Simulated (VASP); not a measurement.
Set up this calculation in VASP 6.6.1, as the native input.

```yaml
Task: single point
Functional: PBE
Potentials_or_basis: VASP PAW PBE potentials, release 64 (Hf_pv)
Cutoff: 520 eV
k_mesh: 15 × 15 × 4
Occupations: fermi-dirac, width 0.1 eV
Spin: no spin polarisation
Dipole_correction: no
Further_INCAR_settings: ALGO = Normal; EDIFF = 1e-06; NBANDS = 28
```

The structure of Hf lies in POSCAR:

```
Hf
1.0
    3.2418222045      0.0000000000      0.0000000000
   -1.6209111022      2.8075003837      0.0000000000
    0.0000000000      0.0000000000     10.3683301194
Hf
4
Direct
    1.0000000000      1.0000000000      1.0000000000
    1.0000000000      1.0000000000      0.5000000000
    0.3333333333      0.6666666667      0.2500000000
    0.6666666667      0.3333333333      0.7500000000
```

These files were run (other wordings do the same):

INCAR

```
SYSTEM = Hf
PREC = Accurate
ENCUT = 520
EDIFF = 1E-6
ISMEAR = -1
SIGMA = 0.1
LREAL = .False.
LASPH = .True.
NELM = 60
ALGO = Normal
ISIF = 2
LWAVE = .False.
LCHARG = .False.
GGA = PE
NBANDS = 28
```

KPOINTS

```
Automatic mesh
0
Gamma
  15 15 4
  0 0 0
```

Potentials or basis: VASP PAW PBE potentials, release 64 (Hf_pv).

Run with:

```bash
$ cat potpaw_PBE.64/Hf_pv/POTCAR > POTCAR
$ mpirun -np 1 vasp_std > vasp.out
```

It gave:

```yaml
Pressure: -4.3 GPa
Band_gap_on_the_k_mesh: zero (bands 20 and 21 overlap by 1.61 eV)
```

Caveat: the cell stands under tension; spin-orbit coupling is left out, which moves the levels of the heavy elements.

Run time: 59 s on 1 thread of Intel(R) Xeon(R) 6975P-C (Granite Rapids) (shared host), peak memory 0.3 GiB.
